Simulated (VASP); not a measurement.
# Se (P6/mmm) in VASP: a series of runs, part 3 of 3

VASP 6.6.1. The steps go on from the part before.

### Step 4. Single point, revPBE (volume scaled by 0.92)

Input file INCAR:

```
PREC = Accurate ; ENCUT = 520
EDIFF = 1E-6 ; ISMEAR = -1
SIGMA = 0.1 ; LREAL = F
LASPH = T ; NELM = 80
ALGO = Normal ; ISIF = 2
LWAVE = F ; LCHARG = F
GGA = RE ; NBANDS = 16
```

Input file KPOINTS:

```
regular mesh
0
Gamma
  9 9 10
```

Input file POSCAR:

```
Se
1.0
    4.5775662809      0.0000000000      0.0000000000
   -2.2887831405      3.9642886868      0.0000000000
    0.0000000000      0.0000000000      3.3247564659
Se
3
Direct
    0.0000000000      0.0000000000      0.0000000000
    0.3333333333      0.6666666667      0.5000000000
    0.6666666667      0.3333333333      0.5000000000
```

Potentials or basis: VASP PAW PBE potentials, release 64 (Se).

Launch:

```
$ cat potpaw_PBE.64/Se/POTCAR > POTCAR
$ mpirun -np 1 vasp_std > vasp.out
```

OUTCAR:

```text
PREC = Accurate
   ENCUT = 520
   EDIFF = 1E-6
   ISMEAR = -1
   LREAL = F
   LASPH = T
   NELM = 80
   ISIF = 2
   GGA = RE

 ion  position               nearest neighbor table
   1  0.000  0.000  0.000-
   2  0.333  0.667  0.500-   3 2.64   3 2.64   3 2.64
   3  0.667  0.333  0.500-   2 2.64   2 2.64   2 2.64

  LATTYP: Found a hexagonal cell.
 ALAT       =     4.5775662809
 C/A-ratio  =     0.7263153086

  Lattice vectors:

 A1 = (   4.5775662809,   0.0000000000,   0.0000000000)
 A2 = (  -2.2887831405,   3.9642886868,   0.0000000000)
 A3 = (   0.0000000000,   0.0000000000,   3.3247564659)

Analysis of symmetry for initial positions (statically):
=====================================================================
 Subroutine PRICEL returns:
 Original cell was already a primitive cell.

 Routine SETGRP: Setting up the symmetry group for a
 hexagonal supercell.

 Subroutine GETGRP returns: Found 24 space group operations
 (whereof 24 operations were pure point group operations)
 out of a pool of 24 trial point group operations.

The static configuration has the point symmetry D_6h.

Analysis of symmetry for dynamics (positions and initial velocities):
=====================================================================
 Subroutine PRICEL returns:
 Original cell was already a primitive cell.

 Routine SETGRP: Setting up the symmetry group for a
 hexagonal supercell.

 Subroutine GETGRP returns: Found 24 space group operations
 (whereof 24 operations were pure point group operations)
 out of a pool of 24 trial point group operations.

The dynamic configuration has the point symmetry D_6h.

 Subroutine INISYM returns: Found 24 space group operations
 (whereof 24 operations are pure point group operations),
 and found     1 'primitive' translations

----------------------------------------------------------------------------------------

                                     Primitive cell

  volume of cell :      60.3337

  direct lattice vectors                    reciprocal lattice vectors
     4.577566281  0.000000000  0.000000000     0.218456695  0.126126032  0.000000000
    -2.288783141  3.964288687  0.000000000     0.000000000  0.252252063  0.000000000
     0.000000000  0.000000000  3.324756466     0.000000000  0.000000000  0.300773909

  length of vectors
     4.577566281  4.577566281  3.324756466     0.252252063  0.252252063  0.300773909

  position of ions in fractional coordinates (direct lattice)
     0.000000000  0.000000000  0.000000000
     0.333333333  0.666666667  0.500000000
     0.666666667  0.333333333  0.500000000

  ion indices of the primitive-cell ions
   primitive index   ion index
                 1           1
                 2           2
                 3           3

----------------------------------------------------------------------------------------

 KPOINTS: regular mesh

Automatic generation of k-mesh.
 Grid dimensions read from file:
 generate k-points for:    9    9   10

 Generating k-lattice:

  Cartesian coordinates                     Fractional coordinates (reciprocal lattice)
     0.024272966  0.014014004  0.000000000     0.111111111 -0.000000000  0.000000000
     0.000000000  0.028028007  0.000000000     0.000000000  0.111111111  0.000000000
     0.000000000  0.000000000  0.030077391     0.000000000  0.000000000  0.100000000

  Length of vectors
     0.028028007  0.028028007  0.030077391

  Shift w.r.t. Gamma in fractional coordinates (k-lattice)
     0.000000000  0.000000000  0.000000000

 Subroutine IBZKPT returns following result:
 ===========================================

 Found     72 irreducible k-points:

 Following reciprocal coordinates:
            Coordinates               Weight
  0.000000  0.000000  0.000000      1.000000
  0.111111  0.000000  0.000000      6.000000
  0.222222  0.000000  0.000000      6.000000
  0.333333  0.000000  0.000000      6.000000
  0.444444  0.000000  0.000000      6.000000
  0.111111  0.111111  0.000000      6.000000
[... 16 lines left out ...]
  0.333333  0.222222  0.100000     24.000000
  0.333333  0.333333  0.100000      4.000000
 [... further k-points ...]
   k-points           NKPTS =     72   k-points in BZ     NKDIM =     72   number of bands    NBANDS=     16
   number of dos      NEDOS =    301   number of ions     NIONS =      3
   total plane-waves  NPLWV =  36288
   dimension x,y,z NGX =    36 NGY =   36 NGZ =   28
   dimension x,y,z NGXF=    72 NGYF=   72 NGZF=   56
   ions per type =               3
   NGX,Y,Z   is equivalent  to a cutoff of  13.07, 13.07, 14.00 a.u.
   NGXF,Y,Z  is equivalent  to a cutoff of  26.15, 26.15, 28.00 a.u.
 SYSTEM =  unknown system
   PREC   = accura    normal or accurate (medium, high low for compatibility)
   ISTART =      0    job   : 0-new  1-cont  2-samecut
   ICHARG =      2    charge: 1-file 2-atom 10-const
   ISPIN  =      1    spin polarized calculation?
   LNONCOLLINEAR =      F non collinear calculations
   LSORBIT =      F    spin-orbit coupling
   LASPH  =      T    aspherical Exc in radial PAW
   ENCUT  =  520.0 eV  38.22 Ry    6.18 a.u.   8.51  8.51  6.18*2*pi/ulx,y,z
   NELM   =     80;   NELMIN=  2; NELMDL= -5     # of ELM steps
   EDIFF  = 0.1E-05   stopping-criterion for ELM
   LREAL  =      F    real-space projection
   EDIFFG = 0.1E-04   stopping-criterion for IOM
   NSW    =      0    number of steps for IOM
   IBRION =     -1    ionic relax: 0-MD 1-quasi-New 2-CG
   NFREE  =      0    steps in history (QN), initial steepest desc. (CG)
   ISIF   =      2    stress and relaxation
   ISYM   =      2    0-nonsym 1-usesym 2-fastsym
   POTIM  = 0.5000    time-step for ionic-motion
   TEBEG  =    0.0;   TEEND  =   0.0 temperature during run
   PSTRESS=    0.0 pullay stress
   NELECT =      18.0000    total number of electrons
   NUPDOWN=      -1.0000    fix difference up-down
   EMIN   =  10.00;   EMAX   =-10.00  energy-range for DOS
   EFERMI =   0.00;   METHOD = LEGACY
   ISMEAR =    -1;   SIGMA  =   0.10  broadening in eV -4-tet -1-fermi 0-gaus
   EFERMI_NEDOS =   21; number of points for ismear=-14 and -15
   IALGO  =     38    algorithm
   IMIX   =      4    mixing-type and parameters
     AMIX     =   0.40;   BMIX     =  1.00
     AMIX_MAG =   1.60;   BMIX_MAG =  1.00
  volume/ion in A,a.u.               =      20.11       135.72
  Fermi-wavevector in a.u.,A,eV,Ry     =   1.093904  2.067178 16.281075  1.196625
  Thomas-Fermi vector in A             =   2.230198
   LORBIT       =      0    0 simple, 1 ext, 2 COOP (PROOUT), +10 PAW based schemes
   GGA     = RE    functional components
   LHFCALC =     F    Hartree Fock is set to
   AEXX    =    0.0000 exact exchange contribution
   IVDW    =     0    specifies the selected vdW correction
   LEPSILON=     F    determine dielectric tensor
   LRPA    =     F    only Hartree local field effects (RPA)
 non-spin polarized calculation
  energy-cutoff  :      520.00
  volume of cell :       60.33
 maximum number of plane-waves:      1650
 NGX is ok and might be reduce to    36
   NGX = 17   NGY = 17   NGZ = 13

 number of electron      18.0000001 magnetization

 Free energy of the ion-electron system (eV)
  ---------------------------------------------------
  ext. energy  EPLUGINS =         0.00000000
  ---------------------------------------------------
  free energy    TOTEN  =        -7.57489728 eV

  energy without entropy =       -7.50411575  energy(sigma->0) =       -7.53950652

 E-fermi :   5.7355     XC(G=0): -10.5549

 val. band max:        5.7323407192   @ k =   0.2222   0.1111   0.4000
 cond. band min:       5.7372185453   @ k =   0.1111   0.0000   0.5000
 fundamental gap:      0.0048778261
 Fermi energy:         5.7354893298

 k-point     1 :       0.0000    0.0000    0.0000
  band No.  band energies     occupation
      1     -10.8005      2.00000
      2      -5.9035      2.00000
      3      -5.3230      2.00000
      4       0.4178      2.00000
      5       0.4178      2.00000
      6       1.6044      2.00000
[... 8 lines left out ...]
     15      16.9295      0.00000
     16      16.9295      0.00000
[... 419 lines left out ...]
 k-point    24 :       0.3333    0.3333    0.1000
  band No.  band energies     occupation
      1      -8.3382      2.00000
      2      -8.3382      2.00000
      3      -7.6345      2.00000
      4       0.5222      2.00000
      5       2.3012      2.00000
      6       2.3012      2.00000
[... 8 lines left out ...]
     15      14.3188      0.00000
     16      15.7200      0.00000

 [... further k-points ...]
[... 5 lines left out ...]
  --------------------------------------------------------------------------------------
  -------------------------------------------------------------------------------------
  Total        2.6462035      2.6462035      1.6298132     -0.0000000      0.0000000     -0.0000000
  in kB       70.2706646     70.2706646     43.2801415     -0.0000000      0.0000000     -0.0000000
  external PRESSURE =      61.2738235 kB  Pullay stress =       0.0000000 kB

 VOLUME and BASIS-vectors are now :
 -----------------------------------------------------------------------------
  energy-cutoff  :      520.00
  volume of cell :       60.33
      direct lattice vectors                 reciprocal lattice vectors
     4.577566281  0.000000000  0.000000000     0.218456695  0.126126032  0.000000000
    -2.288783141  3.964288687  0.000000000     0.000000000  0.252252063  0.000000000
     0.000000000  0.000000000  3.324756466     0.000000000  0.000000000  0.300773909

 POSITION                                       TOTAL-FORCE (eV/Angst)
 -----------------------------------------------------------------------------------
      0.00000      0.00000      0.00000         0.000000      0.000000      0.000000
     -0.00000      2.64286      1.66238        -0.000000      0.000000     -0.000000
      2.28878      1.32143      1.66238         0.000000      0.000000      0.000000
 -----------------------------------------------------------------------------------
    total drift:                                0.000000      0.000000     -0.000000

  FREE ENERGIE OF THE ION-ELECTRON SYSTEM (eV)
  ---------------------------------------------------
  free  energy   TOTEN  =        -7.5748972761 eV

  energy  without entropy=       -7.5041157545  energy(sigma->0) =       -7.53950652
```

OSZICAR:

```text
N       E                     dE             d eps       ncg     rms          rms(c)
DAV:   1     0.722487660458E+02    0.72249E+02   -0.77492E+03  2304   0.978E+02
DAV:   2    -0.400226674589E+01   -0.76251E+02   -0.72765E+02  3192   0.158E+02
DAV:   3    -0.760817292828E+01   -0.36059E+01   -0.35836E+01  2712   0.363E+01
DAV:   4    -0.762531642132E+01   -0.17143E-01   -0.17140E-01  3152   0.298E+00
DAV:   5    -0.762538565199E+01   -0.69231E-04   -0.69230E-04  2824   0.183E-01    0.648E+00
DAV:   6    -0.757913794916E+01    0.46248E-01   -0.12506E-01  2912   0.205E+00    0.397E+00
DAV:   7    -0.757536362419E+01    0.37743E-02   -0.35773E-02  2864   0.125E+00    0.187E+00
DAV:   8    -0.757499700560E+01    0.36662E-03   -0.10592E-02  2944   0.667E-01    0.135E-01
DAV:   9    -0.757490693681E+01    0.90069E-04   -0.11483E-03  2936   0.192E-01    0.675E-02
DAV:  10    -0.757489519383E+01    0.11743E-04   -0.11043E-04  3048   0.624E-02    0.178E-02
DAV:  11    -0.757489737407E+01   -0.21802E-05   -0.11391E-05  2960   0.209E-02    0.712E-03
DAV:  12    -0.757489727610E+01    0.97970E-07   -0.19795E-06  2576   0.103E-02
   1 F= -.75748973E+01 E0= -.75395065E+01  d E =-.707815E-01
```

stdout:

```text
POSCAR found type information on POSCAR Se
 POSCAR found :  1 types and       3 ions
 scaLAPACK will be used
 -----------------------------------------------------------------------------
|                                                                             |
|                                                                             |
|     You enforced a specific xc type in the INCAR file but a different       |
|     I HOPE YOU KNOW WHAT YOU ARE DOING!                                     |
|                                                                             |
 -----------------------------------------------------------------------------

 LDA part: xc-table for (Slater+PW92), standard interpolation
 POSCAR, INCAR and KPOINTS ok, starting setup
 FFT: planning ... GRIDC
 FFT: planning ... GRID_SOFT
 FFT: planning ... GRID
 WAVECAR not read
 entering main loop
```

Wall time 21 s (1 thread of Intel Xeon 6975P-C (Granite Rapids), shared host); peak memory 0.21 GiB.

What came out:

* Free energy: -7.5749 eV
* Pressure: 6.1 GPa
* Band gap on the k mesh: zero (band 9 reaches 7.50 eV, above the bottom of band 10 at 4.01 eV)

Stress tensor (GPa, compression positive):
```
7.03 0.00 0.00
0.00 7.03 0.00
0.00 0.00 4.33
```

Caveat: the PAW data sets were made with another functional, which shifts forces and pressure a little.

### Step 5. Single point, revPBE (volume scaled by 0.96)

Input file INCAR:

```
PREC     = Accurate       # precision mode
ENCUT    = 520            # plane-wave cutoff, eV
EDIFF    = 1E-7           # SCF threshold, eV
ISMEAR   = -1             # smearing method
SIGMA    = 0.1            # smearing width, eV
LREAL    = F              # projectors in reciprocal space
LASPH    = T              # aspherical terms in the spheres
NELM     = 80             # most SCF steps
ALGO     = Normal         # electronic algorithm
ISIF     = 2              # what is computed and relaxed
LWAVE    = F              # write WAVECAR
LCHARG   = T              # write CHGCAR
GGA      = RE             # functional
LELF     = T              # ELF
LVHAR    = T            
NBANDS   = 16             # bands
```

KPOINTS is that of step 4.

Input file POSCAR:

```
Se
1.0
    4.6429689212      0.0000000000      0.0000000000
   -2.3214844606      4.0209290347      0.0000000000
    0.0000000000      0.0000000000      3.3722594048
Se
3
Direct
    0.0000000000      0.0000000000      0.0000000000
    0.3333333333      0.6666666667      0.5000000000
    0.6666666667      0.3333333333      0.5000000000
```

Launch:

```
$ cat potpaw_PBE.64/Se/POTCAR > POTCAR
$ mpirun -np 1 vasp_std > vasp.out
```

Wall time 24 s (1 thread of Intel Xeon 6975P-C (Granite Rapids), shared host); peak memory 0.21 GiB.

Results (log left out):

- Free energy: -7.6461 eV
- Pressure: 2.7 GPa
- Band gap on the k mesh: zero (band 9 reaches 6.84 eV, above the bottom of band 10 at 3.60 eV)

Stress tensor (GPa, compression positive):
```
3.01 0.00 0.00
0.00 3.01 0.00
0.00 0.00 2.03
```

Levels at points of the mesh, in eV from the Fermi level:
```csv
k point,band 5,band 6,band 7,band 8,band 9,band 10,band 11,band 12,band 13,band 14
"(0.00, 0.00, 0.00)",-5.05,-3.88,-3.88,-2.49,1.63,1.79,3.25,3.25,4.39,9.90
"(0.00, 0.00, 0.50)",-4.33,-4.32,-2.88,-1.62,-1.61,-1.61,-0.59,-0.59,4.84,4.84
```

Caveat: the PAW data sets were made with another functional, which shifts forces and pressure a little.

### Step 6. Summary

| cell | k mesh | gap on the mesh (eV) | pressure (GPa) |
| --- | --- | --- | --- |
| a = 4.707, b = 4.707, c = 3.418 Å, angles 90.0, 90.0, 120.0°, 3 atoms | 7 × 7 × 10 | none | 0.0 |
| a = 4.510, b = 4.510, c = 3.276 Å, angles 90.0, 90.0, 120.0°, 3 atoms | 9 × 9 × 10 | none | 10.5 |
| a = 4.578, b = 4.578, c = 3.325 Å, angles 90.0, 90.0, 120.0°, 3 atoms | 9 × 9 × 10 | none | 6.1 |
| a = 4.643, b = 4.643, c = 3.372 Å, angles 90.0, 90.0, 120.0°, 3 atoms | 9 × 9 × 10 | none | 2.7 |

Alike in all rows: task single point; level revPBE; potentials or basis VASP PAW PBE potentials, release 64 (Se); no spin polarisation; cutoff (eV) 520; smearing fermi-dirac 0.1 eV.

Caveats: the PAW data sets were made with another functional, which shifts forces and pressure a little.

Total energies depend on the potentials used, so only differences within one code and one set of settings carry meaning.
